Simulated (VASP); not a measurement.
A run of VASP 6.6.1:

Contents of INCAR:

```
ALGO = Normal
EDIFF = 1E-8
ENCUT = 520
GGA = PS
ISIF = 2
ISMEAR = -1
LASPH = True
LCHARG = False
LEFG = True
LREAL = False
LWAVE = False
NBANDS = 15
NELM = 60
PREC = Accurate
SIGMA = 0.03
```

The input KPOINTS:

```
k-points
0
Gamma
  13 13 13
```

File POSCAR:

```
MgMo
1.0
    1.3936305604     -0.8046129792      4.8269717282
    0.0000000000      1.6092259584      4.8269717281
   -1.3936305604     -0.8046129792      4.8269717282
Mg Mo
1 1
Direct
    0.0000000000      0.0000000000      0.0000000000
    0.5000000000      0.5000000000      0.5000000000
```

Potentials or basis: VASP PAW PBE potentials, release 64 (Mg, Mo_sv).

Command:

```sh
$ cat potpaw_PBE.64/Mg/POTCAR potpaw_PBE.64/Mo_sv/POTCAR > POTCAR
$ mpirun -np 1 vasp_std > vasp.out
```

Hardware: 1 thread of Intel(R) Xeon(R) 6975P-C (Granite Rapids) (shared host).

Task: Estimate the wall time of this run.

Result: Run time: 2.1 min on 1 thread of Intel(R) Xeon(R) 6975P-C (Granite Rapids), on a shared host, peak memory 0.32 GiB. Counts: scf iterations 14, k points 231.
